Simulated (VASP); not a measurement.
# P (P4/mmm) in VASP: notebook

The runs below take P through single point, relaxation of cell and atoms, with PBE.

Everything below comes from runs of VASP 6.6.1. Logs are shortened: lines on timing, memory, paths and dates and some standing lists are left out, and cuts for length are marked.

## 1. The cell of the first run

It takes space group P4/mmm (No. 123, tetragonal). The conventional cell has a = 2.433 Å, b = 2.433 Å, c = 2.472 Å, α = 90.00°, β = 90.00°, γ = 90.00°. Within 3.2 Å of P (site symmetry 4/mmm) lie 6 P at 2.43 to 2.47 Å.

## 2. Single point, PBE

The input, INCAR:

```
PREC     = Accurate       # precision mode
ENCUT    = 520            # plane-wave cutoff, eV
EDIFF    = 1E-6           # SCF threshold, eV
ISMEAR   = 0              # smearing method
SIGMA    = 0.1            # smearing width, eV
LREAL    = F              # projectors in reciprocal space
LASPH    = T              # aspherical terms in the spheres
NELM     = 60             # most SCF steps
ALGO     = Normal         # electronic algorithm
ISIF     = 2              # what is computed and relaxed
LWAVE    = F              # write WAVECAR
LCHARG   = F              # write CHGCAR
GGA      = PE             # functional
NBANDS   = 18             # bands
```

The input, KPOINTS:

```
Automatic mesh
0
Gamma
  10 10 18
```

The input, POSCAR:

```
P
1.0
    4.8664897535      0.0000000000      0.0000000000
    0.0000000000      4.8664897535      0.0000000000
    0.0000000000      0.0000000000      2.4717847076
P
4
Direct
    0.2500028935      0.2500028935      0.0000000000
    0.2500028935      0.7499971065      0.0000000000
    0.7499971065      0.2500028935      0.0000000000
    0.7499971065      0.7499971065      0.0000000000
```

Potentials or basis: VASP PAW PBE potentials, release 64 (P).

Run with:

```sh
cat potpaw_PBE.64/P/POTCAR > POTCAR
mpirun -np 1 vasp_std > vasp.out
```

OUTCAR:

```text
PREC = Accurate
   ENCUT = 520
   EDIFF = 1E-6
   ISMEAR = 0
   LREAL = F
   LASPH = T
   NELM = 60
   ISIF = 2
   GGA = PE

 ion  position               nearest neighbor table
   1  0.250  0.250  0.000-   2 2.43   3 2.43   2 2.43   3 2.43
   2  0.250  0.750  0.000-   1 2.43   4 2.43   1 2.43   4 2.43
   3  0.750  0.250  0.000-   1 2.43   4 2.43   1 2.43   4 2.43
   4  0.750  0.750  0.000-   2 2.43   3 2.43   2 2.43   3 2.43

  LATTYP: Found a simple tetragonal cell.
 ALAT       =     4.8664897535
 C/A-ratio  =     0.5079194312

  Lattice vectors:

 A1 = (   4.8664897535,   0.0000000000,   0.0000000000)
 A2 = (   0.0000000000,   4.8664897535,   0.0000000000)
 A3 = (   0.0000000000,   0.0000000000,   2.4717847076)

Analysis of symmetry for initial positions (statically):
=====================================================================
 Subroutine PRICEL returns:
 Original cell was already a primitive cell.

 Routine SETGRP: Setting up the symmetry group for a
 simple tetragonal supercell.

 Subroutine GETGRP returns: Found 16 space group operations
 (whereof 16 operations were pure point group operations)
 out of a pool of 16 trial point group operations.

The static configuration has the point symmetry D_4h.

Analysis of symmetry for dynamics (positions and initial velocities):
=====================================================================
 Subroutine PRICEL returns:
 Original cell was already a primitive cell.

 Routine SETGRP: Setting up the symmetry group for a
 simple tetragonal supercell.

 Subroutine GETGRP returns: Found 16 space group operations
 (whereof 16 operations were pure point group operations)
 out of a pool of 16 trial point group operations.

The dynamic configuration has the point symmetry D_4h.

 Subroutine INISYM returns: Found 16 space group operations
 (whereof 16 operations are pure point group operations),
 and found     1 'primitive' translations

----------------------------------------------------------------------------------------

                                     Primitive cell

  volume of cell :      58.5386

  direct lattice vectors                    reciprocal lattice vectors
     4.866489753  0.000000000  0.000000000     0.205486922  0.000000000  0.000000000
     0.000000000  4.866489753  0.000000000     0.000000000  0.205486922  0.000000000
     0.000000000  0.000000000  2.471784708     0.000000000  0.000000000  0.404565979

  length of vectors
     4.866489753  4.866489753  2.471784708     0.205486922  0.205486922  0.404565979

  position of ions in fractional coordinates (direct lattice)
     0.250002894  0.250002894  0.000000000
     0.250002894  0.749997106  0.000000000
     0.749997106  0.250002894  0.000000000
     0.749997106  0.749997106  0.000000000

  ion indices of the primitive-cell ions
   primitive index   ion index
                 1           1
                 2           2
                 3           3
                 4           4

----------------------------------------------------------------------------------------

 KPOINTS: Automatic mesh

Automatic generation of k-mesh.
 Grid dimensions read from file:
 generate k-points for:   10   10   18

 Generating k-lattice:

  Cartesian coordinates                     Fractional coordinates (reciprocal lattice)
     0.020548692  0.000000000  0.000000000     0.100000000  0.000000000  0.000000000
     0.000000000  0.020548692  0.000000000     0.000000000  0.100000000  0.000000000
     0.000000000  0.000000000  0.022475888     0.000000000  0.000000000  0.055555556

  Length of vectors
     0.020548692  0.020548692  0.022475888

  Shift w.r.t. Gamma in fractional coordinates (k-lattice)
     0.000000000  0.000000000  0.000000000

 Subroutine IBZKPT returns following result:
 ===========================================

 Found    210 irreducible k-points:

 Following reciprocal coordinates:
            Coordinates               Weight
  0.000000  0.000000  0.000000      1.000000
  0.100000  0.000000  0.000000      4.000000
  0.200000  0.000000  0.000000      4.000000
  0.300000  0.000000  0.000000      4.000000
  0.400000  0.000000  0.000000      4.000000
  0.500000  0.000000  0.000000      2.000000
[... 16 lines left out ...]
  0.100000  0.000000  0.055556      8.000000
  0.200000  0.000000  0.055556      8.000000
 [... further k-points ...]
   k-points           NKPTS =    210   k-points in BZ     NKDIM =    210   number of bands    NBANDS=     18
   number of dos      NEDOS =    301   number of ions     NIONS =      4
   total plane-waves  NPLWV =  23328
   dimension x,y,z NGX =    36 NGY =   36 NGZ =   18
   dimension x,y,z NGXF=    72 NGYF=   72 NGZF=   36
   ions per type =               4
   NGX,Y,Z   is equivalent  to a cutoff of  12.30, 12.30, 12.11 a.u.
   NGXF,Y,Z  is equivalent  to a cutoff of  24.60, 24.60, 24.21 a.u.
 SYSTEM =  unknown system
   PREC   = accura    normal or accurate (medium, high low for compatibility)
   ISTART =      0    job   : 0-new  1-cont  2-samecut
   ICHARG =      2    charge: 1-file 2-atom 10-const
   ISPIN  =      1    spin polarized calculation?
   LNONCOLLINEAR =      F non collinear calculations
   LSORBIT =      F    spin-orbit coupling
   LASPH  =      T    aspherical Exc in radial PAW
   ENCUT  =  520.0 eV  38.22 Ry    6.18 a.u.   9.05  9.05  4.60*2*pi/ulx,y,z
   NELM   =     60;   NELMIN=  2; NELMDL= -5     # of ELM steps
   EDIFF  = 0.1E-05   stopping-criterion for ELM
   LREAL  =      F    real-space projection
   EDIFFG = 0.1E-04   stopping-criterion for IOM
   NSW    =      0    number of steps for IOM
   IBRION =     -1    ionic relax: 0-MD 1-quasi-New 2-CG
   NFREE  =      0    steps in history (QN), initial steepest desc. (CG)
   ISIF   =      2    stress and relaxation
   ISYM   =      2    0-nonsym 1-usesym 2-fastsym
   POTIM  = 0.5000    time-step for ionic-motion
   TEBEG  =    0.0;   TEEND  =   0.0 temperature during run
   PSTRESS=    0.0 pullay stress
   NELECT =      20.0000    total number of electrons
   NUPDOWN=      -1.0000    fix difference up-down
   EMIN   =  10.00;   EMAX   =-10.00  energy-range for DOS
   EFERMI =   0.00;   METHOD = LEGACY
   ISMEAR =     0;   SIGMA  =   0.10  broadening in eV -4-tet -1-fermi 0-gaus
   EFERMI_NEDOS =   21; number of points for ismear=-14 and -15
   IALGO  =     38    algorithm
   IMIX   =      4    mixing-type and parameters
     AMIX     =   0.40;   BMIX     =  1.00
     AMIX_MAG =   1.60;   BMIX_MAG =  1.00
  volume/ion in A,a.u.               =      14.63        98.76
  Fermi-wavevector in a.u.,A,eV,Ry     =   1.144469  2.162733 17.821041  1.309810
  Thomas-Fermi vector in A             =   2.281161
   LORBIT       =      0    0 simple, 1 ext, 2 COOP (PROOUT), +10 PAW based schemes
   GGA     = PE    functional components
   LHFCALC =     F    Hartree Fock is set to
   AEXX    =    0.0000 exact exchange contribution
   IVDW    =     0    specifies the selected vdW correction
   LEPSILON=     F    determine dielectric tensor
   LRPA    =     F    only Hartree local field effects (RPA)
 non-spin polarized calculation
 Gauss-broadening in eV      SIGMA  =   0.10
  energy-cutoff  :      520.00
  volume of cell :       58.54
 maximum number of plane-waves:      1620
   NGX = 19   NGY = 19   NGZ =  9

 number of electron      19.9999996 magnetization

 Free energy of the ion-electron system (eV)
  ---------------------------------------------------
  ext. energy  EPLUGINS =         0.00000000
  ---------------------------------------------------
  free energy    TOTEN  =       -21.09598569 eV

  energy without entropy =      -21.09092642  energy(sigma->0) =      -21.09345605

 E-fermi :   9.6253     XC(G=0): -11.2556

 val. band max:        9.6207186231   @ k =   0.5000   0.2000   0.0000
 cond. band min:       9.6323309503   @ k =   0.3000   0.3000   0.1667
 fundamental gap:      0.0116123271
 Fermi energy:         9.6253071924

 k-point     1 :       0.0000    0.0000    0.0000
  band No.  band energies     occupation
      1      -6.8793      2.00000
      2      -2.4812      2.00000
      3      -2.4812      2.00000
      4       0.9374      2.00000
      5       0.9374      2.00000
      6       2.3118      2.00000
[... 10 lines left out ...]
     17      17.6457      0.00000
     18      17.6458      0.00000

 k-point     2 :       0.1000    0.0000    0.0000
  band No.  band energies     occupation
      1      -6.8217      2.00000
      2      -2.7877      2.00000
      3      -2.4232      2.00000
      4       0.9896      2.00000
      5       1.3523      2.00000
      6       1.8689      2.00000
[... 10 lines left out ...]
     17      17.5197      0.00000
     18      17.5561      0.00000

 k-point     3 :       0.2000    0.0000    0.0000
  band No.  band energies     occupation
      1      -6.6490      2.00000
      2      -3.4473      2.00000
      3      -2.2496      2.00000
      4       1.0762      2.00000
      5       1.1455      2.00000
      6       2.3363      2.00000
[... 10 lines left out ...]
     17      17.1907      0.00000
     18      18.6013      0.00000

 k-point     4 :       0.3000    0.0000    0.0000
  band No.  band energies     occupation
      1      -6.3627      2.00000
      2      -4.1739      2.00000
      3      -1.9612      2.00000
      4       0.2853      2.00000
      5       1.4025      2.00000
      6       3.2568      2.00000
[... 375 lines left out ...]
      4       0.9989      2.00000
      5       0.9989      2.00000
      6       2.3810      2.00000
[... 10 lines left out ...]
     17      17.6953      0.00000
     18      17.6953      0.00000

 k-point    23 :       0.1000    0.0000    0.0556
  band No.  band energies     occupation
      1      -6.7535      2.00000
      2      -2.7194      2.00000
      3      -2.3546      2.00000
      4       1.0511      2.00000
      5       1.4139      2.00000
      6       1.9370      2.00000
[... 10 lines left out ...]
     17      17.5696      0.00000
     18      17.9957      0.00000

 k-point    24 :       0.2000    0.0000    0.0556
  band No.  band energies     occupation
      1      -6.5809      2.00000
      2      -3.3793      2.00000
      3      -2.1810      2.00000
      4       1.1439      2.00000
      5       1.2069      2.00000
      6       2.3978      2.00000
[... 10 lines left out ...]
     17      17.3986      0.00000
     18      18.6895      0.00000

 [... further k-points ...]

------------------------ aborting loop because EDIFF is reached ----------------------------------------

  FORCE on cell =-STRESS in cart. coord.  units (eV):
  Direction    XX          YY          ZZ          XY          YZ          ZX
  --------------------------------------------------------------------------------------
  -------------------------------------------------------------------------------------
  Total       -0.1067810     -0.1067810     -0.0898550      0.0000000      0.0000000      0.0000000
  in kB       -2.9225511     -2.9225511     -2.4592941      0.0000000      0.0000000      0.0000000
  external PRESSURE =      -2.7681321 kB  Pullay stress =       0.0000000 kB

 VOLUME and BASIS-vectors are now :
 -----------------------------------------------------------------------------
  energy-cutoff  :      520.00
  volume of cell :       58.54
      direct lattice vectors                 reciprocal lattice vectors
     4.866489753  0.000000000  0.000000000     0.205486922  0.000000000  0.000000000
     0.000000000  4.866489753  0.000000000     0.000000000  0.205486922  0.000000000
     0.000000000  0.000000000  2.471784708     0.000000000  0.000000000  0.404565979

 POSITION                                       TOTAL-FORCE (eV/Angst)
 -----------------------------------------------------------------------------------
      1.21664      1.21664      0.00000        -0.000052     -0.000052      0.000000
      1.21664      3.64985      0.00000        -0.000052      0.000052      0.000000
      3.64985      1.21664      0.00000         0.000052     -0.000052     -0.000000
      3.64985      3.64985      0.00000         0.000052      0.000052      0.000000
 -----------------------------------------------------------------------------------
    total drift:                               -0.000000     -0.000000      0.000000

  FREE ENERGIE OF THE ION-ELECTRON SYSTEM (eV)
  ---------------------------------------------------
  free  energy   TOTEN  =       -21.0959856897 eV

  energy  without entropy=      -21.0909264158  energy(sigma->0) =      -21.09345605
```

Wall time 80 s (1 thread of Intel Xeon Platinum 8375C at 2.90GHz (Ice Lake), shared host); peak memory 0.27 GiB.

What came out:

```
Free energy            : -21.0960 eV
Pressure               : -0.3 GPa
Band gap on the k mesh : zero (band 10 reaches 14.13 eV, above the bottom of band 11 at 6.74 eV)
```

Levels at points of the mesh, in eV from the Fermi level:
```tsv
k point	band 7	band 8	band 9	band 10	band 11	band 12	band 13	band 14
(0.00, 0.00, 0.00)	-5.25	-5.25	0.99	4.51	5.15	5.15	6.66	6.85
(0.50, 0.00, 0.00)	-3.03	-3.03	0.58	0.58	5.60	5.60	6.08	6.08
(0.50, 0.50, 0.00)	-2.44	-2.44	-0.97	-0.97	-0.97	-0.97	6.67	6.67
(0.00, 0.00, 0.50)	-5.17	-5.17	-2.34	-2.34	-2.01	-1.77	0.97	0.97
(0.50, 0.00, 0.50)	-4.30	-4.30	-3.99	-3.99	0.32	0.32	2.32	2.32
(0.50, 0.50, 0.50)	-6.13	-6.13	0.38	0.38	0.38	0.38	3.33	3.33
```

(Continued in part 2 of 2.)
